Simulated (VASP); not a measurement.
# TiO2 (P4_2/mnm) in VASP: a series of runs

Runs on TiO2. Level: r2SCAN. Tasks: single point.

Everything below comes from runs of VASP 6.6.1. Logs are shortened: lines on timing, memory, paths and dates and some standing lists are left out, and cuts for length are marked.

### Step 1. The cell of the first run

Symmetry: P4_2/mnm, No. 136, tetragonal system. The conventional cell has a = 4.594 Å, b = 4.594 Å, c = 2.959 Å, α = 90.00°, β = 90.00°, γ = 90.00°. Ti (site symmetry mmm) has 6 O at 1.94 to 1.99 Å within 2.6 Å. Within 2.6 Å of O (site symmetry m2m) lie 3 Ti at 1.94 to 1.99 Å and 1 O at 2.52 Å.

### Step 2. Single point, r2SCAN, collinear spin

POSCAR

```
TiO2
1.0
    4.5941000000      0.0000000000      0.0000000000
    0.0000000000      4.5941000000      0.0000000000
    0.0000000000      0.0000000000      2.9589000000
Ti O
2 4
Direct
    0.0000000000      0.0000000000      0.0000000000
    0.5000000000      0.5000000000      0.5000000000
    0.3057000000      0.3057000000      0.0000000000
    0.1943000000      0.8057000000      0.5000000000
    0.6943000000      0.6943000000      0.0000000000
    0.8057000000      0.1943000000      0.5000000000
```

INCAR.step1

```
SYSTEM = TiO2
  PREC = Accurate
  ENCUT = 520
  ISMEAR = -1
  SIGMA = 0.03
  LREAL = .FALSE.
  LASPH = .TRUE.
  NELM = 150
  ISPIN = 2
  MAGMOM = 1 -1 0 0 0 0
  LMAXMIX = 4
  NBANDS = 37
  GGA = PE
  ALGO = Normal
  EDIFF = 1E-4
  LWAVE = .TRUE.
  LCHARG = .FALSE.
```

INCAR.step2

```
SYSTEM = TiO2
  PREC = Accurate
  ENCUT = 520
  EDIFF = 1E-6
  ISMEAR = -1
  SIGMA = 0.03
  LREAL = .FALSE.
  LASPH = .TRUE.
  NELM = 150
  ALGO = Normal
  ISIF = 2
  LWAVE = .FALSE.
  LCHARG = .TRUE.
  ISPIN = 2
  MAGMOM = 1 -1 0 0 0 0
  LORBIT = 11
  LMAXMIX = 4
  METAGGA = R2SCAN
  LMIXTAU = .TRUE.
  LELF = .TRUE.
  LVHAR = .TRUE.
  NBANDS = 37
  ISTART = 1
```

KPOINTS

```
regular mesh
0
G
  3 3 4
  0 0 0
```

Potentials or basis: VASP PAW PBE potentials, release 64 (Ti_sv, O).

The run is started by

```bash
$ cat potpaw_PBE.64/Ti_sv/POTCAR potpaw_PBE.64/O/POTCAR > POTCAR
$ cp INCAR.step1 INCAR
$ mpirun -np 1 vasp_std > vasp.out
$ cp INCAR.step2 INCAR
$ mpirun -np 1 vasp_std > vasp.out
```

OUTCAR:

```text
SYSTEM = TiO2
   PREC = Accurate
   ENCUT = 520
   EDIFF = 1E-6
   ISMEAR = -1
   LREAL = .FALSE.
   LASPH = .TRUE.
   NELM = 150
   ISIF = 2
   ISPIN = 2
   LORBIT = 11
   METAGGA = R2SCAN
   ISTART = 1

 ion  position               nearest neighbor table
   1  0.000  0.000  0.000-   4 1.94   6 1.94   4 1.94   6 1.94   5 1.99   3 1.99
   2  0.500  0.500  0.500-   3 1.94   5 1.94   3 1.94   5 1.94   4 1.99   6 1.99
   3  0.306  0.306  0.000-   2 1.94   2 1.94   1 1.99
   4  0.194  0.806  0.500-   1 1.94   1 1.94   2 1.99
   5  0.694  0.694  0.000-   2 1.94   2 1.94   1 1.99
   6  0.806  0.194  0.500-   1 1.94   1 1.94   2 1.99

  LATTYP: Found a simple tetragonal cell.
 ALAT       =     4.5941000000
 C/A-ratio  =     0.6440652141

  Lattice vectors:

 A1 = (   4.5941000000,   0.0000000000,   0.0000000000)
 A2 = (   0.0000000000,   4.5941000000,   0.0000000000)
 A3 = (   0.0000000000,   0.0000000000,   2.9589000000)

Analysis of symmetry for initial positions (statically):
=====================================================================
 Subroutine PRICEL returns:
 Original cell was already a primitive cell.

 Routine SETGRP: Setting up the symmetry group for a
 simple tetragonal supercell.

 Subroutine GETGRP returns: Found 16 space group operations
 (whereof  8 operations were pure point group operations)
 out of a pool of 16 trial point group operations.

The static configuration has the point symmetry D_2h.
 The point group associated with its full space group is D_4h.

Analysis of symmetry for dynamics (positions and initial velocities):
=====================================================================
 Subroutine PRICEL returns:
 Original cell was already a primitive cell.

 Routine SETGRP: Setting up the symmetry group for a
 simple tetragonal supercell.

 Subroutine GETGRP returns: Found 16 space group operations
 (whereof  8 operations were pure point group operations)
 out of a pool of 16 trial point group operations.

The dynamic configuration has the point symmetry D_2h.
 The point group associated with its full space group is D_4h.

Analysis of structural, dynamic, and magnetic symmetry:
=====================================================================
 Subroutine PRICEL returns:
 Original cell was already a primitive cell.

 Routine SETGRP: Setting up the symmetry group for a
 simple tetragonal supercell.

 Subroutine GETGRP returns: Found 16 space group operations
 (whereof  8 operations were pure point group operations)
 out of a pool of 16 trial point group operations.

The overall configuration has the point symmetry D_2h.
 The point group associated with its full space group is D_4h.

 Subroutine INISYM returns: Found 16 space group operations
 (whereof  8 operations are pure point group operations),
 and found     1 'primitive' translations

----------------------------------------------------------------------------------------

                                     Primitive cell

  volume of cell :      62.4498

  direct lattice vectors                    reciprocal lattice vectors
     4.594100000  0.000000000  0.000000000     0.217670490  0.000000000  0.000000000
     0.000000000  4.594100000  0.000000000     0.000000000  0.217670490  0.000000000
     0.000000000  0.000000000  2.958900000     0.000000000  0.000000000  0.337963432

  length of vectors
     4.594100000  4.594100000  2.958900000     0.217670490  0.217670490  0.337963432

  position of ions in fractional coordinates (direct lattice)
     0.000000000  0.000000000  0.000000000
     0.500000000  0.500000000  0.500000000
     0.305700000  0.305700000  0.000000000
     0.194300000  0.805700000  0.500000000
     0.694300000  0.694300000  0.000000000
     0.805700000  0.194300000  0.500000000

  ion indices of the primitive-cell ions
   primitive index   ion index
                 1           1
                 2           2
                 3           3
                 4           4
                 5           5
                 6           6

[... 22 lines left out ...]
 ===========================================

 Found      9 irreducible k-points:

 Following reciprocal coordinates:
            Coordinates               Weight
  0.000000  0.000000  0.000000      1.000000
  0.333333  0.000000  0.000000      4.000000
  0.333333  0.333333  0.000000      4.000000
  0.000000  0.000000  0.250000      2.000000
  0.333333  0.000000  0.250000      8.000000
  0.333333  0.333333  0.250000      8.000000
  0.000000  0.000000  0.500000      1.000000
  0.333333  0.000000  0.500000      4.000000
  0.333333  0.333333  0.500000      4.000000
   k-points           NKPTS =      9   k-points in BZ     NKDIM =      9   number of bands    NBANDS=     37
   number of dos      NEDOS =    301   number of ions     NIONS =      6
   total plane-waves  NPLWV =  31104
   dimension x,y,z NGX =    36 NGY =   36 NGZ =   24
   dimension x,y,z NGXF=    72 NGYF=   72 NGZF=   48
   ions per type =               2   4
   NGX,Y,Z   is equivalent  to a cutoff of  13.03, 13.03, 13.48 a.u.
   NGXF,Y,Z  is equivalent  to a cutoff of  26.05, 26.05, 26.97 a.u.
 SYSTEM =  TiO2
   PREC   = accura    normal or accurate (medium, high low for compatibility)
   ISTART =      1    job   : 0-new  1-cont  2-samecut
   ICHARG =      0    charge: 1-file 2-atom 10-const
   ISPIN  =      2    spin polarized calculation?
   LNONCOLLINEAR =      F non collinear calculations
   LSORBIT =      F    spin-orbit coupling
   LASPH  =      T    aspherical Exc in radial PAW
   ENCUT  =  520.0 eV  38.22 Ry    6.18 a.u.   8.54  8.54  5.50*2*pi/ulx,y,z
   NELM   =    150;   NELMIN=  2; NELMDL=  0     # of ELM steps
   EDIFF  = 0.1E-05   stopping-criterion for ELM
   LREAL  =      F    real-space projection
[... 7 lines left out ...]
   TEBEG  =    0.0;   TEEND  =   0.0 temperature during run
   PSTRESS=    0.0 pullay stress
   NELECT =      48.0000    total number of electrons
   NUPDOWN=      -1.0000    fix difference up-down
   EMIN   =  10.00;   EMAX   =-10.00  energy-range for DOS
   EFERMI =   0.00;   METHOD = LEGACY
   ISMEAR =    -1;   SIGMA  =   0.03  broadening in eV -4-tet -1-fermi 0-gaus
   EFERMI_NEDOS =   21; number of points for ismear=-14 and -15
   IALGO  =     38    algorithm
   IMIX   =      4    mixing-type and parameters
     AMIX     =   0.40;   BMIX     =  1.00
     AMIX_MAG =   1.60;   BMIX_MAG =  1.00
  volume/ion in A,a.u.               =      10.41        70.24
  Fermi-wavevector in a.u.,A,eV,Ry     =   1.499610  2.833851 30.597172  2.248829
  Thomas-Fermi vector in A             =   2.611217
   LORBIT       =     11    0 simple, 1 ext, 2 COOP (PROOUT), +10 PAW based schemes
   METAGGA = R2SCAN    functional components
   LHFCALC =     F    Hartree Fock is set to
   AEXX    =    0.0000 exact exchange contribution
   IVDW    =     0    specifies the selected vdW correction
   LEPSILON=     F    determine dielectric tensor
   LRPA    =     F    only Hartree local field effects (RPA)
 spin polarized calculation
  energy-cutoff  :      520.00
  volume of cell :       62.45
 maximum number of plane-waves:      1696
 NGX is ok and might be reduce to    36
   NGX = 17   NGY = 17   NGZ = 11

 number of electron      48.0000023 magnetization       0.0000000

 number of electron      48.0000023 magnetization      -0.0000000

 Free energy of the ion-electron system (eV)
  ---------------------------------------------------
  ext. energy  EPLUGINS =         0.00000000
  ---------------------------------------------------
  free energy    TOTEN  =       -69.77990450 eV

  energy without entropy =      -69.77990450  energy(sigma->0) =      -69.77990450

 E-fermi :   5.2771     XC(G=0): -12.1515

 val. band max:        4.5274379221   @ k =   0.0000   0.0000   0.0000
 cond. band min:       6.7869808525   @ k =   0.0000   0.0000   0.0000
 fundamental gap:      2.2595429304
 Fermi energy:         5.2770641014

 spin component 1

 k-point     1 :       0.0000    0.0000    0.0000
  band No.  band energies     occupation
      1     -54.6030      1.00000
      2     -54.5851      1.00000
      3     -29.8711      1.00000
      4     -29.8711      1.00000
      5     -29.6906      1.00000
      6     -29.6906      1.00000
[... 340 lines left out ...]
     35      17.0123      0.00000
     36      17.7254      0.00000
 Fermi energy:         5.2770641014

 spin component 2

 k-point     1 :       0.0000    0.0000    0.0000
  band No.  band energies     occupation
      1     -54.6030      1.00000
      2     -54.5851      1.00000
      3     -29.8711      1.00000
      4     -29.8711      1.00000
      5     -29.6906      1.00000
      6     -29.6906      1.00000
[... 340 lines left out ...]
     35      17.0123      0.00000
     36      17.7254      0.00000
 [bands above 36 left out]

------------------------ aborting loop because EDIFF is reached ----------------------------------------

  FORCE on cell =-STRESS in cart. coord.  units (eV):
  Direction    XX          YY          ZZ          XY          YZ          ZX
  --------------------------------------------------------------------------------------
  -------------------------------------------------------------------------------------
  Total        0.4869372      0.4869372      0.6822296      0.0000000      0.0000000      0.0000000
  in kB       12.4925856     12.4925856     17.5028982      0.0000000      0.0000000      0.0000000
  external PRESSURE =      14.1626898 kB  Pullay stress =       0.0000000 kB

 VOLUME and BASIS-vectors are now :
 -----------------------------------------------------------------------------
  energy-cutoff  :      520.00
  volume of cell :       62.45
      direct lattice vectors                 reciprocal lattice vectors
     4.594100000  0.000000000  0.000000000     0.217670490  0.000000000  0.000000000
     0.000000000  4.594100000  0.000000000     0.000000000  0.217670490  0.000000000
     0.000000000  0.000000000  2.958900000     0.000000000  0.000000000  0.337963432

 POSITION                                       TOTAL-FORCE (eV/Angst)
 -----------------------------------------------------------------------------------
      0.00000      0.00000      0.00000         0.000000      0.000000      0.000000
      2.29705      2.29705      1.47945         0.000000      0.000000      0.000000
      1.40442      1.40442      0.00000        -0.131745     -0.131745     -0.000000
      0.89263      3.70147      1.47945         0.131745     -0.131745      0.000000
      3.18968      3.18968      0.00000         0.131745      0.131745      0.000000
      3.70147      0.89263      1.47945        -0.131745      0.131745      0.000000
 -----------------------------------------------------------------------------------
    total drift:                                0.000000      0.000000      0.000000

  FREE ENERGIE OF THE ION-ELECTRON SYSTEM (eV)
  ---------------------------------------------------
  free  energy   TOTEN  =       -69.7799044996 eV

  energy  without entropy=      -69.7799044996  energy(sigma->0) =      -69.77990450

 total charge

# of ion       s       p       d       tot
------------------------------------------
    1        2.218   6.303   1.645  10.166
    2        2.218   6.303   1.645  10.166
    3        1.577   3.533   0.000   5.110
    4        1.577   3.533   0.000   5.110
    5        1.577   3.533   0.000   5.110
    6        1.577   3.533   0.000   5.110
--------------------------------------------------
tot         10.743  26.739   3.290  40.773

 magnetization (x)

# of ion       s       p       d       tot
------------------------------------------
    1        0.000  -0.000  -0.000   0.000
    2       -0.000   0.000   0.000  -0.000
    3       -0.000   0.000   0.000  -0.000
    4        0.000  -0.000   0.000   0.000
    5       -0.000   0.000   0.000  -0.000
    6        0.000  -0.000   0.000   0.000
--------------------------------------------------
tot          0.000   0.000   0.000   0.000
```

Run time: 7.5 min. Hardware: 1 thread of AMD EPYC 7R13, shared host; peak memory 0.19 GiB.

Results:

| Quantity | Value |
| --- | --- |
| Free energy | -69.7799 eV |
| Pressure | 1.4 GPa |
| Largest force | 0.186 eV/Å |
| Band gap on the k mesh | 2.26 eV |
| Net moment | 0.00 μB per cell |
| Valence electrons inside the program's atomic spheres | Ti 10.17; O 5.11 |

Forces in eV/Å, atoms in the order of the input:
```
Ti   0.000  0.000  0.000
Ti   0.000  0.000  0.000
O   -0.132 -0.132  0.000
O    0.132 -0.132  0.000
O    0.132  0.132  0.000
O   -0.132  0.132  0.000
```

Stress tensor (GPa, compression positive):
```
1.25 0.00 0.00
0.00 1.25 0.00
0.00 0.00 1.75
```

Caveat: the k points lie up to 0.53 Å⁻¹ apart; the PAW data sets were made with another functional, which shifts forces and pressure a little. r2SCAN opens gaps a little over a GGA but as a rule still falls short of measured ones.

### Step 3. Single point, r2SCAN, collinear spin

POSCAR is that of step 2.

INCAR.step1

```
SYSTEM = TiO2
  ALGO = Normal
  EDIFF = 1E-4
  ENCUT = 520
  GGA = PE
  ISMEAR = -1
  ISPIN = 2
  LASPH = .True.
  LCHARG = .False.
  LMAXMIX = 4
  LREAL = .False.
  LWAVE = .True.
  MAGMOM = 1 -1 0 0 0 0
  NBANDS = 37
  NELM = 150
  PREC = Accurate
  SIGMA = 0.03
```

INCAR.step2

```
SYSTEM = TiO2
  ALGO = Normal
  EDIFF = 1E-6
  ENCUT = 520
  ISIF = 2
  ISMEAR = -1
  ISPIN = 2
  ISTART = 1
  LASPH = .True.
  LCHARG = .True.
  LELF = .True.
  LMAXMIX = 4
  LMIXTAU = .True.
  LORBIT = 11
  LREAL = .False.
  LVHAR = .True.
  LWAVE = .False.
  MAGMOM = 1 -1 0 0 0 0
  METAGGA = R2SCAN
  NBANDS = 37
  NELM = 150
  PREC = Accurate
  SIGMA = 0.03
```

KPOINTS

```
k-points
0
Gamma
  5 5 7
  0 0 0
```

Potentials or basis: VASP PAW PBE potentials, release 64 (Ti_sv, O).

The run is started by

```bash
$ cat potpaw_PBE.64/Ti_sv/POTCAR potpaw_PBE.64/O/POTCAR > POTCAR
$ cp INCAR.step1 INCAR
$ mpirun -np 1 vasp_std > vasp.out
$ cp INCAR.step2 INCAR
$ mpirun -np 1 vasp_std > vasp.out
```

OUTCAR:

```text
SYSTEM = TiO2
   EDIFF = 1E-6
   ENCUT = 520
   ISIF = 2
   ISMEAR = -1
   ISPIN = 2
   ISTART = 1
   LASPH = .True.
   LORBIT = 11
   LREAL = .False.
   METAGGA = R2SCAN
   NELM = 150
   PREC = Accurate

 ion  position               nearest neighbor table
   1  0.000  0.000  0.000-   4 1.94   6 1.94   4 1.94   6 1.94   5 1.99   3 1.99
   2  0.500  0.500  0.500-   3 1.94   5 1.94   3 1.94   5 1.94   4 1.99   6 1.99
   3  0.306  0.306  0.000-   2 1.94   2 1.94   1 1.99
   4  0.194  0.806  0.500-   1 1.94   1 1.94   2 1.99
   5  0.694  0.694  0.000-   2 1.94   2 1.94   1 1.99
   6  0.806  0.194  0.500-   1 1.94   1 1.94   2 1.99

  LATTYP: Found a simple tetragonal cell.
 ALAT       =     4.5941000000
 C/A-ratio  =     0.6440652141

  Lattice vectors:

 A1 = (   4.5941000000,   0.0000000000,   0.0000000000)
 A2 = (   0.0000000000,   4.5941000000,   0.0000000000)
 A3 = (   0.0000000000,   0.0000000000,   2.9589000000)

Analysis of symmetry for initial positions (statically):
=====================================================================
 Subroutine PRICEL returns:
 Original cell was already a primitive cell.

 Routine SETGRP: Setting up the symmetry group for a
[... 2086 lines left out ...]
  in kB       13.3917543     13.3917543     14.2700741      0.0000000      0.0000000      0.0000000
  external PRESSURE =      13.6845276 kB  Pullay stress =       0.0000000 kB

 VOLUME and BASIS-vectors are now :
 -----------------------------------------------------------------------------
  energy-cutoff  :      520.00
  volume of cell :       62.45
      direct lattice vectors                 reciprocal lattice vectors
     4.594100000  0.000000000  0.000000000     0.217670490  0.000000000  0.000000000
     0.000000000  4.594100000  0.000000000     0.000000000  0.217670490  0.000000000
     0.000000000  0.000000000  2.958900000     0.000000000  0.000000000  0.337963432

 POSITION                                       TOTAL-FORCE (eV/Angst)
 -----------------------------------------------------------------------------------
      0.00000      0.00000      0.00000         0.000000      0.000000     -0.000000
      2.29705      2.29705      1.47945         0.000000      0.000000     -0.000000
      1.40442      1.40442      0.00000        -0.129364     -0.129364     -0.000000
      0.89263      3.70147      1.47945         0.129364     -0.129364     -0.000000
      3.18968      3.18968      0.00000         0.129364      0.129364      0.000000
      3.70147      0.89263      1.47945        -0.129364      0.129364      0.000000
 -----------------------------------------------------------------------------------
    total drift:                                0.000000      0.000000      0.000000

  FREE ENERGIE OF THE ION-ELECTRON SYSTEM (eV)
  ---------------------------------------------------
  free  energy   TOTEN  =       -69.7916945541 eV

  energy  without entropy=      -69.7916945541  energy(sigma->0) =      -69.79169455

 total charge

# of ion       s       p       d       tot
------------------------------------------
    1        2.218   6.302   1.646  10.167
    2        2.218   6.302   1.646  10.167
    3        1.577   3.533   0.000   5.110
    4        1.577   3.533   0.000   5.110
    5        1.577   3.533   0.000   5.110
    6        1.577   3.533   0.000   5.110
--------------------------------------------------
tot         10.744  26.736   3.292  40.773

 magnetization (x)

# of ion       s       p       d       tot
------------------------------------------
    1       -0.000   0.000  -0.000  -0.000
    2        0.000  -0.000   0.000   0.000
    3        0.000  -0.000   0.000  -0.000
    4       -0.000   0.000   0.000   0.000
    5        0.000  -0.000   0.000  -0.000
    6       -0.000   0.000   0.000   0.000
--------------------------------------------------
tot          0.000   0.000   0.000   0.000
```

OUTCAR.step1:

```text
SYSTEM = TiO2
   EDIFF = 1E-4
   ENCUT = 520
   GGA = PE
   ISMEAR = -1
   ISPIN = 2
   LASPH = .True.
   LREAL = .False.
   NELM = 150
[... 2129 lines left out ...]
      0.89263      3.70147      1.47945         0.156531     -0.156531     -0.000000
      3.18968      3.18968      0.00000         0.156531      0.156531      0.000000
      3.70147      0.89263      1.47945        -0.156531      0.156531      0.000000
 -----------------------------------------------------------------------------------
    total drift:                                0.000000      0.000000      0.000000

  FREE ENERGIE OF THE ION-ELECTRON SYSTEM (eV)
  ---------------------------------------------------
  free  energy   TOTEN  =       -53.6418846085 eV

  energy  without entropy=      -53.6418846084  energy(sigma->0) =      -53.64188461
```

Run time: 12 min. Hardware: 1 thread of AMD EPYC 7R13, shared host; peak memory 0.22 GiB.

Results:

- Free energy: -69.7917 eV
- Pressure: 1.4 GPa
- Largest force: 0.183 eV/Å
- Band gap on the k mesh: 2.26 eV
- Net moment: 0.00 μB per cell
- Valence electrons inside the program's atomic spheres: Ti 10.17; O 5.11

Forces on the atoms (eV/Å):
```
Ti   0.000  0.000  0.000
Ti   0.000  0.000  0.000
O   -0.129 -0.129  0.000
O    0.129 -0.129  0.000
O    0.129  0.129  0.000
O   -0.129  0.129  0.000
```

Caveat: the PAW data sets were made with another functional, which shifts forces and pressure a little.

(Continued in part 2 of 2.)
